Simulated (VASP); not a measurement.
# Zn (P6_3/mmc) in VASP: relaxation of cell and atoms with r2SCAN+rVV10

Aim: the relaxation of cell and atoms of Zn with r2SCAN+rVV10.

Everything below comes from runs of VASP 6.6.1. Logs are shortened: lines on timing, memory, paths and dates and some standing lists are left out, and cuts for length are marked.

## Step 1: The cell of the first run

Symmetry: P6_3/mmc, No. 194, hexagonal system. Conventional cell: a = 2.614 Å, b = 2.614 Å, c = 4.873 Å, α = 90.00°, β = 90.00°, γ = 120.00°. Within 3.4 Å of Zn (site symmetry -6m2) lie 12 Zn at 2.61 to 2.87 Å.

## Step 2: Relaxation of cell and atoms, r2SCAN+rVV10

Contents of POSCAR:

```
Zn
1.0
    2.6143598000      0.0000000000      0.0000000000
   -1.3071799000      2.2641020000      0.0000000000
    0.0000000000      0.0000000000      4.8731610200
Zn
2
Direct
    0.3333333300      0.6666666700      0.2500000000
    0.6666666700      0.3333333300      0.7500000000
```

Contents of INCAR.step1:

```
  PREC = Accurate
  ENCUT = 600
  ISMEAR = 0
  SIGMA = 0.1
  LREAL = False
  LASPH = True
  NELM = 100
  GGA = PE
  ALGO = Normal
  EDIFF = 1E-4
  LWAVE = True
  LCHARG = False
```

Contents of INCAR.step2:

```
  PREC = Accurate
  ENCUT = 600
  EDIFF = 1E-6
  ISMEAR = 0
  SIGMA = 0.1
  LREAL = False
  LASPH = True
  NELM = 100
  ALGO = Normal
  ISIF = 3
  LWAVE = False
  LCHARG = False
  METAGGA = R2SCAN
  LMIXTAU = True
  LUSE_VDW = True
  IVDW_NL = 2
  BPARAM = 11.95
  CPARAM = 0.0093
  IBRION = 2
  NSW = 100
  EDIFFG = -0.002
  ISTART = 1
```

Contents of KPOINTS:

```
regular mesh
0
Gamma
  18 18 10
```

Potentials or basis: VASP PAW PBE potentials, release 64 (Zn).

Run with:

```sh
cat potpaw_PBE.64/Zn/POTCAR > POTCAR
cp INCAR.step1 INCAR
mpirun -np 1 vasp_std > vasp.out
cp INCAR.step2 INCAR
mpirun -np 1 vasp_std > vasp.out
```

OUTCAR:

```text
PREC = Accurate
   ENCUT = 600
   EDIFF = 1E-6
   ISMEAR = 0
   LREAL = False
   LASPH = True
   NELM = 100
   ISIF = 3
   METAGGA = R2SCAN
   IVDW_NL = 2
   BPARAM = 11.95
   IBRION = 2
   NSW = 100
   EDIFFG = -0.002
   ISTART = 1

 ion  position               nearest neighbor table
   1  0.333  0.667  0.250-   2 2.87   2 2.87   2 2.87   2 2.87   2 2.87   2 2.87
   2  0.667  0.333  0.750-   1 2.87   1 2.87   1 2.87   1 2.87   1 2.87   1 2.87

  LATTYP: Found a hexagonal cell.
 ALAT       =     2.6143598000
 C/A-ratio  =     1.8639978399

  Lattice vectors:

 A1 = (   2.6143598000,   0.0000000000,   0.0000000000)
 A2 = (  -1.3071799000,   2.2641020000,   0.0000000000)
 A3 = (   0.0000000000,   0.0000000000,   4.8731610200)

Analysis of symmetry for initial positions (statically):
=====================================================================
 Subroutine PRICEL returns:
 Original cell was already a primitive cell.

 Routine SETGRP: Setting up the symmetry group for a
 hexagonal supercell.

 Subroutine GETGRP returns: Found 24 space group operations
 (whereof 12 operations were pure point group operations)
 out of a pool of 24 trial point group operations.

The static configuration has the point symmetry D_3d.
 The point group associated with its full space group is D_6h.

Analysis of symmetry for dynamics (positions and initial velocities):
=====================================================================
 Subroutine PRICEL returns:
 Original cell was already a primitive cell.

 Routine SETGRP: Setting up the symmetry group for a
 hexagonal supercell.

 Subroutine GETGRP returns: Found 24 space group operations
 (whereof 12 operations were pure point group operations)
 out of a pool of 24 trial point group operations.

The dynamic configuration has the point symmetry D_3d.
 The point group associated with its full space group is D_6h.

 Subroutine INISYM returns: Found 24 space group operations
 (whereof 12 operations are pure point group operations),
 and found     1 'primitive' translations

----------------------------------------------------------------------------------------

                                     Primitive cell

  volume of cell :      28.8451

  direct lattice vectors                    reciprocal lattice vectors
     2.614359800  0.000000000  0.000000000     0.382502822  0.220838107  0.000000000
    -1.307179900  2.264102000  0.000000000     0.000000000  0.441676214  0.000000000
     0.000000000  0.000000000  4.873161020     0.000000000  0.000000000  0.205205614

  length of vectors
     2.614359800  2.614359799  4.873161020     0.441676214  0.441676214  0.205205614

  position of ions in fractional coordinates (direct lattice)
     0.333333330  0.666666670  0.250000000
     0.666666670  0.333333330  0.750000000

  ion indices of the primitive-cell ions
   primitive index   ion index
                 1           1
                 2           2

----------------------------------------------------------------------------------------

 KPOINTS: regular mesh

Automatic generation of k-mesh.
 Grid dimensions read from file:
 generate k-points for:   18   18   10

 Generating k-lattice:

  Cartesian coordinates                     Fractional coordinates (reciprocal lattice)
     0.021250157  0.012268784  0.000000000     0.055555556  0.000000000  0.000000000
     0.000000000  0.024537567  0.000000000     0.000000000  0.055555556  0.000000000
     0.000000000  0.000000000  0.020520561     0.000000000  0.000000000  0.100000000

  Length of vectors
     0.024537567  0.024537567  0.020520561

  Shift w.r.t. Gamma in fractional coordinates (k-lattice)
     0.000000000  0.000000000  0.000000000

 Subroutine IBZKPT returns following result:
 ===========================================

 Found    222 irreducible k-points:

 Following reciprocal coordinates:
            Coordinates               Weight
  0.000000  0.000000  0.000000      1.000000
  0.055556 -0.000000  0.000000      6.000000
  0.111111 -0.000000  0.000000      6.000000
  0.166667  0.000000  0.000000      6.000000
  0.222222  0.000000  0.000000      6.000000
  0.277778  0.000000  0.000000      6.000000
[... 16 lines left out ...]
  0.333333  0.111111  0.000000     12.000000
  0.388889  0.111111  0.000000     12.000000
 [... further k-points ...]
   k-points           NKPTS =    222   k-points in BZ     NKDIM =    222   number of bands    NBANDS=     16
   number of dos      NEDOS =    301   number of ions     NIONS =      2
   total plane-waves  NPLWV =  23040
   dimension x,y,z NGX =    24 NGY =   24 NGZ =   40
   dimension x,y,z NGXF=    48 NGYF=   48 NGZF=   80
   ions per type =               2
   NGX,Y,Z   is equivalent  to a cutoff of  15.26, 15.26, 13.65 a.u.
   NGXF,Y,Z  is equivalent  to a cutoff of  30.52, 30.52, 27.29 a.u.
 SYSTEM =  unknown system
   PREC   = accura    normal or accurate (medium, high low for compatibility)
   ISTART =      1    job   : 0-new  1-cont  2-samecut
   ICHARG =      0    charge: 1-file 2-atom 10-const
   ISPIN  =      1    spin polarized calculation?
   LNONCOLLINEAR =      F non collinear calculations
   LSORBIT =      F    spin-orbit coupling
   LASPH  =      T    aspherical Exc in radial PAW
   ENCUT  =  600.0 eV  44.10 Ry    6.64 a.u.   5.22  5.22  9.73*2*pi/ulx,y,z
   NELM   =    100;   NELMIN=  2; NELMDL=  0     # of ELM steps
   EDIFF  = 0.1E-05   stopping-criterion for ELM
   LREAL  =      F    real-space projection
   EDIFFG = -.2E-02   stopping-criterion for IOM
   NSW    =    100    number of steps for IOM
   IBRION =      2    ionic relax: 0-MD 1-quasi-New 2-CG
   NFREE  =      1    steps in history (QN), initial steepest desc. (CG)
   ISIF   =      3    stress and relaxation
   ISYM   =      2    0-nonsym 1-usesym 2-fastsym
   POTIM  = 0.5000    time-step for ionic-motion
   TEBEG  =    0.0;   TEEND  =   0.0 temperature during run
   PSTRESS=    0.0 pullay stress
   NELECT =      24.0000    total number of electrons
   NUPDOWN=      -1.0000    fix difference up-down
   EMIN   =  10.00;   EMAX   =-10.00  energy-range for DOS
   EFERMI =   0.00;   METHOD = LEGACY
   ISMEAR =     0;   SIGMA  =   0.10  broadening in eV -4-tet -1-fermi 0-gaus
   EFERMI_NEDOS =   21; number of points for ismear=-14 and -15
   IALGO  =     38    algorithm
   IMIX   =      4    mixing-type and parameters
     AMIX     =   0.40;   BMIX     =  1.00
     AMIX_MAG =   1.60;   BMIX_MAG =  1.00
  volume/ion in A,a.u.               =      14.42        97.33
  Fermi-wavevector in a.u.,A,eV,Ry     =   1.539765  2.909735 32.257744  2.370877
  Thomas-Fermi vector in A             =   2.645947
   LORBIT       =      0    0 simple, 1 ext, 2 COOP (PROOUT), +10 PAW based schemes
   METAGGA = R2SCAN    functional components
   LHFCALC =     F    Hartree Fock is set to
   AEXX    =    0.0000 exact exchange contribution
   IVDW_NL    =     2    kernel type
   BPARAM     =11.9500
   IVDW    =     0    specifies the selected vdW correction
   LEPSILON=     F    determine dielectric tensor
   LRPA    =     F    only Hartree local field effects (RPA)
 conjugate gradient relaxation of ions
 non-spin polarized calculation
 Gauss-broadening in eV      SIGMA  =   0.10
  energy-cutoff  :      600.00
  volume of cell :       28.85
 maximum number of plane-waves:       980
 NGX is ok and might be reduce to    24
   NGX = 11   NGY = 11   NGZ = 19

--------------------------------------- Ionic step        1  -------------------------------------------

 number of electron      24.0000002 magnetization

 Free energy of the ion-electron system (eV)
  ---------------------------------------------------
  ext. energy  EPLUGINS =         0.00000000
  ---------------------------------------------------
  free energy    TOTEN  =       -17.12966010 eV

  energy without entropy =      -17.12895009  energy(sigma->0) =      -17.12930510

------------------------ aborting loop because EDIFF is reached ----------------------------------------

  FORCE on cell =-STRESS in cart. coord.  units (eV):
  Direction    XX          YY          ZZ          XY          YZ          ZX
  --------------------------------------------------------------------------------------
  -------------------------------------------------------------------------------------
  Total       -0.3360228     -0.3360228      0.0286902      0.0000000      0.0000000      0.0000000
  in kB      -18.6641075    -18.6641075      1.5935750      0.0000000      0.0000000      0.0000000
  external PRESSURE =     -11.9115467 kB  Pullay stress =       0.0000000 kB
[... 89 lines left out ...]
  FREE ENERGIE OF THE ION-ELECTRON SYSTEM (eV)
  ---------------------------------------------------
  free  energy   TOTEN  =       -17.1324441536 eV

  energy  without entropy=      -17.1317540522  energy(sigma->0) =      -17.13209910

[... ionic steps 4 to 10 ...]

--------------------------------------- Ionic step       11  -------------------------------------------

 number of electron      24.0000009 magnetization

------------------------ aborting loop because EDIFF is reached ----------------------------------------

  FORCE on cell =-STRESS in cart. coord.  units (eV):
  Direction    XX          YY          ZZ          XY          YZ          ZX
  --------------------------------------------------------------------------------------
  -------------------------------------------------------------------------------------
  Total        0.0245035      0.0245035      0.0006093      0.0000000     -0.0000000      0.0000000
  in kB        1.3712095      1.3712095      0.0340980      0.0000000     -0.0000000      0.0000000
  external PRESSURE =       0.9255057 kB  Pullay stress =       0.0000000 kB
[... 57 lines left out ...]
  energy  without entropy=      -17.1318653584  energy(sigma->0) =      -17.13232889

--------------------------------------- Ionic step       13  -------------------------------------------

 number of electron      24.0000009 magnetization

 Free energy of the ion-electron system (eV)
  ---------------------------------------------------
  ext. energy  EPLUGINS =         0.00000000
  ---------------------------------------------------
  free energy    TOTEN  =       -17.13278479 eV

  energy without entropy =      -17.13186065  energy(sigma->0) =      -17.13232272

 E-fermi :   3.3810     XC(G=0): -13.0095

 val. band max:        3.3462341454   @ k =   0.3333   0.2778   0.5000
 cond. band min:       3.4877753492   @ k =   0.1667   0.0000   0.2000
 fundamental gap:      0.1415412037
 Fermi energy:         3.3810273923

 k-point     1 :       0.0000    0.0000    0.0000
  band No.  band energies     occupation
      1      -7.9830      2.00000
      2      -5.9066      2.00000
      3      -5.0477      2.00000
      4      -4.7514      2.00000
      5      -4.7513      2.00000
      6      -4.6992      2.00000
[... 8 lines left out ...]
     15      21.3330      0.00000
     16      23.1493      0.00000
[... 420 lines left out ...]
  band No.  band energies     occupation
      1      -5.5075      2.00000
      2      -5.4059      2.00000
      3      -5.2801      2.00000
      4      -4.7804      2.00000
      5      -4.5942      2.00000
      6      -4.5937      2.00000
[... 8 lines left out ...]
     15       9.4674      0.00000
     16      10.7429      0.00000

 [... further k-points ...]

------------------------ aborting loop because EDIFF is reached ----------------------------------------

  FORCE on cell =-STRESS in cart. coord.  units (eV):
  Direction    XX          YY          ZZ          XY          YZ          ZX
  --------------------------------------------------------------------------------------
  -------------------------------------------------------------------------------------
  Total        0.0018248      0.0018248     -0.0024768      0.0000000      0.0000000      0.0000000
  in kB        0.1020409      0.1020409     -0.1384999      0.0000000      0.0000000      0.0000000
  external PRESSURE =       0.0218607 kB  Pullay stress =       0.0000000 kB
[... 17 lines left out ...]
  FREE ENERGIE OF THE ION-ELECTRON SYSTEM (eV)
  ---------------------------------------------------
  free  energy   TOTEN  =       -17.1327847861 eV

  energy  without entropy=      -17.1318606484  energy(sigma->0) =      -17.13232272

 reached required accuracy - stopping structural energy minimisation
```

Run time: 19 min. Hardware: 1 thread of Intel Xeon 6975P-C (Granite Rapids), shared host; peak memory 0.36 GiB.

What came out:

```
Free energy                           : -17.1328 eV
Relaxed volume                        : 14.33 Å³/atom
Relaxed cell                          : a = 2.593 Å, b = 2.593 Å, c = 4.919 Å, α = 90.00°, β = 90.00°, γ = 120.00°
Space group after relaxing (to 0.1 Å) : P6_3/mmc (No. 194)
Energy gained by relaxing             : 1.6 meV/atom
Ionic steps                           : 13
Pressure after relaxing               : 0.0 GPa
Band gap on the k mesh                : zero (bands 12 and 13 overlap by 5.10 eV)
```

Step by step:
| step | energy change (eV) | largest force (eV/Å) | pressure (GPa) | volume (Å³) |
| --- | --- | --- | --- | --- |
| 1 | 0.0000 | 0.0000 | -1.19 | 28.85 |
| 2 | -0.0028 | 0.0000 | 0.56 | 28.40 |
| 3 | -0.0028 | 0.0000 | 0.34 | 28.45 |
| 4 | -0.0028 | 0.0000 | 0.23 | 28.47 |
| 5 | -0.0030 | 0.0000 | 0.11 | 28.53 |
| 6 | -0.0031 | 0.0000 | 0.00 | 28.61 |
| 7 | -0.0031 | 0.0000 | -0.01 | 28.64 |
| 8 | -0.0031 | 0.0000 | 0.03 | 28.65 |
| 9 | -0.0031 | 0.0000 | -0.06 | 28.65 |
| 10 | -0.0031 | 0.0000 | 0.10 | 28.62 |
| 11 | -0.0031 | 0.0000 | 0.09 | 28.63 |
| 12 | -0.0031 | 0.0000 | 0.05 | 28.64 |
| 13 | -0.0031 | 0.0000 | 0.00 | 28.65 |

Final structure:
```xyz
2
Lattice="2.5935 0.0000 0.0000 -1.2967 2.2460 0.0000 0.0000 0.0000 4.9186" Properties=species:S:1:pos:R:3 pbc="T T T"
Zn    0.0000    1.4974    1.2296
Zn    1.2967    0.7487    3.6889
```

Caveat: the PAW data sets were made with another functional, which shifts forces and pressure a little.

The gap in the log of VASP goes by the Fermi energy; the results here count the filled bands.